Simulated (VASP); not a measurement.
MgO2, 3 atoms in the cell. The structure is trigonal, space group R-3m (No. 166). The conventional cell has a = 3.290 Å, b = 3.290 Å, c = 10.220 Å, α = 90.00°, β = 90.00°, γ = 120.00°. Mg (site symmetry -3m) has 6 O at 2.14 Å within 2.8 Å. O (site symmetry 3m) has 1 O at 1.46 Å within 1.9 Å.  This cell differs from its parent crystal: strain +0.025 along x and y, -0.025 along z.

* Program: VASP 6.6.1
* Task: single point
* Functional: r2SCAN
* Potentials or basis: VASP PAW PBE potentials, release 64 (Mg_sv, O)
* Cutoff: 920 eV
* k mesh: 12 × 12 × 12
* Occupations: gaussian, width 0.05 eV
* Spin: no spin polarisation
* Dipole correction: no
* Further INCAR settings: ALGO = Normal; EDIFF = 1e-06; NBANDS = 18

Potentials or basis: VASP PAW PBE potentials, release 64 (Mg_sv, O).

Launch:

```sh
$ cat potpaw_PBE.64/Mg_sv/POTCAR potpaw_PBE.64/O/POTCAR > POTCAR
$ cp INCAR.step1 INCAR
$ mpirun -np 1 vasp_std > vasp.out
$ cp INCAR.step2 INCAR
$ mpirun -np 1 vasp_std > vasp.out
```

Hardware: 1 thread of Intel(R) Xeon(R) Platinum 8259CL CPU @ 2.50GHz (Skylake/Cascade Lake) (shared host).

Q: Estimate the wall time of this run.

A: It took 22 min on 1 thread of Intel(R) Xeon(R) Platinum 8259CL CPU @ 2.50GHz (Skylake/Cascade Lake) (shared host), peak memory 0.4 GiB. Counts: k points 189.
